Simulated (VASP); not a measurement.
The system is TiPt3.

```
Ti Pt
1.0
     3.94818    0.00000    0.00000
     0.00000    3.94818    0.00000
     0.00000    0.00000    3.94818
Ti Pt
1 3
Direct
  0.00000 0.00000 0.00000
  0.00000 0.50000 0.50000
  0.50000 0.00000 0.50000
  0.50000 0.50000 0.00000
```

```yaml
Program: VASP 6.6.1
Task: relaxation of cell and atoms
Functional: LDA
Potentials_or_basis: VASP PAW LDA potentials, release 64 (Ti_sv, Pt_sv_GW)
Cutoff: 570 eV
k_mesh: 10 × 10 × 10
Occupations: gaussian, width 0.1 eV
Spin: no spin polarisation
```

At the start: pressure -14.4 GPa; volume 15.39 Å³/atom.

Question: Where does the relaxation end?

Answer: Over 7 steps the energy falls by 40.7 meV/atom and the volume is 14.53 Å³/atom (-5.6 %); space group Pm-3m (No. 221, to 0.1 Å) before and after.

The path:
| step | energy change (eV) | largest force (eV/Å) | pressure (GPa) | volume (Å³) |
| --- | --- | --- | --- | --- |
| 1 | 0.0000 | 0.0000 | -14.38 | 61.54 |
| 2 | 1.1848 | 0.0000 | 61.77 | 50.04 |
| 3 | -0.1612 | 0.0000 | -0.93 | 58.31 |
| 4 | -0.1617 | 0.0000 | -0.22 | 58.16 |
| 5 | -0.1627 | 0.0000 | 0.13 | 58.09 |
| 6 | -0.1626 | 0.0000 | -0.28 | 58.18 |
| 7 | -0.1627 | 0.0000 | -0.01 | 58.12 |

Final structure:
```cif
data_structure
_symmetry_space_group_name_H-M 'P 1'
_symmetry_Int_Tables_number 1
_cell_length_a 3.8735
_cell_length_b 3.8735
_cell_length_c 3.8735
_cell_angle_alpha 90.000
_cell_angle_beta 90.000
_cell_angle_gamma 90.000
_cell_volume 58.12
loop_
_atom_site_label
_atom_site_type_symbol
_atom_site_fract_x
_atom_site_fract_y
_atom_site_fract_z
_atom_site_occupancy
Ti1 Ti 0.00000 0.00000 0.00000 1
Pt1 Pt 0.00000 0.50000 0.50000 1
Pt2 Pt 0.50000 0.00000 0.50000 1
Pt3 Pt 0.50000 0.50000 0.00000 1
```
